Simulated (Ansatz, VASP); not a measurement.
HfN in VASP and in Ansatz

File INCAR:

```
PREC = Accurate
ENCUT = 520
EDIFF = 1E-7
ISMEAR = 0
SIGMA = 0.05
LREAL = False
LASPH = True
NELM = 80
ALGO = Normal
ISIF = 2
LWAVE = False
LCHARG = False
GGA = RP
NBANDS = 14
```

The input KPOINTS:

```
Automatic mesh
0
Gamma
  10 10 10
```

Contents of POSCAR:

```
HfN
1.0
    0.0000000000      2.3086136857      2.3086136857
    2.3086136857      0.0000000000      2.3086136857
    2.3086136857      2.3086136857      0.0000000000
Hf N
1 1
Direct
    0.5000000000      0.5000000000      0.5000000000
    0.0000000000      0.0000000000      0.0000000000
```

Input for Ansatz:

```yaml
crystal:
  lattice:
    - [0.0, 2.3086136857, 2.3086136857]
    - [2.3086136857, 0.0, 2.3086136857]
    - [2.3086136857, 2.3086136857, 0.0]
  atoms:
    - { symbol: Hf, position: [0.5, 0.5, 0.5] }
    - { symbol: "N", position: [0.0, 0.0, 0.0] }
basis:
  ecutwfc: 420
  ecutrho_ratio: 4
kpoints:
  mp_grid: { grid: [10, 10, 10] }
hamiltonian:
  xc: rpbe
scf:
  occupations: { method: gaussian, width: 0.05 }
output:
  forces: true
  stress: true
  eigenvalues: true
```

Alike in both runs: task single point; functional RPBE; k mesh 10 × 10 × 10; occupations gaussian, width 0.05 eV; no spin polarisation.

|  | VASP | Ansatz |
| --- | --- | --- |
| version | VASP 6.6.1 | Ansatz 0.2.0 |
| potentials or method | VASP PAW PBE potentials, release 64 (Hf_pv, N), cutoff 520 eV | scalar-relativistic, plane waves, PAW |
| valence electrons in the cell | 15 | 31 |

```csv
,VASP,Ansatz,Ansatz less VASP
gap on the k mesh at the Fermi level (eV),none,none,-
pressure (GPa),-8.8,-6.5,+2.26
```

VASP's potentials were made for PBE, not for RPBE. A gap of «none» marks a metal or a gap that the smearing closes. VASP's potentials hold 15 valence electrons a cell and Ansatz's 31, so a difference there can come from the potentials and not from the codes.

Spin-orbit coupling is off throughout.
